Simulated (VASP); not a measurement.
Ta4O: single point with PBE

Ta4O:

```
CELL_PARAMETERS angstrom
3.25750 0.00000 0.00000
0.00000 3.25750 0.00000
0.00000 0.00000 7.40934
ATOMIC_POSITIONS crystal
Ta 0.00000 0.00000 0.50000
Ta 0.50000 0.50000 0.78316
Ta 0.50000 0.50000 0.21684
Ta 0.00000 0.00000 0.00000
O 0.50000 0.50000 0.50000
```

```
Program                : VASP 6.6.1
Task                   : single point
Functional             : PBE
Potentials or basis    : VASP PAW PBE potentials, release 64 (Ta_pv, O)
Cutoff                 : 520 eV
k mesh                 : 12 × 12 × 6
Occupations            : methfessel-paxton, width 0.2 eV
Spin                   : no spin polarisation
Dipole correction      : no
Further INCAR settings : ALGO = Normal; EDIFF = 1e-06; NBANDS = 33
```

```
Pressure               : -0.6 GPa
Largest force          : 0.026 eV/Å
Band gap on the k mesh : zero (bands 25 and 26 overlap by 0.98 eV)
```

Forces on the atoms (eV/Å):
```
Ta   0.000  0.000  0.000
Ta   0.000  0.000 -0.026
Ta   0.000  0.000  0.026
Ta   0.000  0.000  0.000
O    0.000  0.000  0.000
```

Stress tensor (GPa, compression positive):
```
-0.49  0.00  0.00
 0.00 -0.49  0.00
 0.00  0.00 -0.83
```

Levels at points of the mesh, in eV from the Fermi level:
```csv
k point,band 22,band 23,band 24,band 25,band 26,band 27,band 28,band 29
"(0.00, 0.00, 0.00)",-1.54,-0.44,-0.44,-0.20,0.53,1.04,1.04,1.31
"(0.50, 0.00, 0.00)",-1.09,-0.92,-0.66,0.22,0.91,0.94,1.31,1.73
"(0.50, 0.50, 0.00)",-1.49,-1.49,-0.66,-0.66,1.67,2.40,2.75,2.75
"(0.00, 0.00, 0.50)",-0.55,-0.51,-0.51,0.17,0.69,0.69,0.83,1.07
"(0.50, 0.00, 0.50)",-1.17,-1.00,-0.64,-0.42,1.04,1.30,1.58,1.83
"(0.50, 0.50, 0.50)",-1.69,-1.69,0.02,0.02,1.66,1.92,1.92,2.92
```

Wall time 7.6 min on 1 thread of Intel Xeon 8259CL, with other jobs on the host, peak memory 0.34 GiB.

Caveat: spin-orbit coupling is left out, which moves the levels of the heavy elements.
